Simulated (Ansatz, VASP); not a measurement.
## Y3F: VASP beside Ansatz

```
Y F
1.0
     5.61065    0.00000    0.00000
     0.00000    5.61065    0.00000
     0.00000    0.00000    3.47468
Y F
3 1
Direct
  0.00000 0.50000 0.50000
  0.50000 0.00000 0.50000
  0.50000 0.50000 0.00000
  0.00000 0.00000 0.00000
```

Alike in both runs: functional PBE; k mesh 4 × 4 × 6; occupations gaussian, width 0.1 eV; no spin polarisation.

Ansatz relaxed the structure, and its values are those at the end. VASP's run is a single point on that final structure, the one shown.

```csv
,VASP,Ansatz
version,VASP 6.6.1,Ansatz 0.2.0
potentials or method,"VASP PAW PBE potentials, release 64 (Y_sv, F), cutoff 520 eV","scalar-relativistic, plane waves, PAW"
valence electrons in the cell,40,40
```

```tsv
	VASP	Ansatz	Ansatz less VASP
gap on the k mesh at the Fermi level (eV)	none	none	-
pressure (GPa)	-0.2	0.0	+0.16
```

A gap of «none» marks a metal or a gap that the smearing closes.
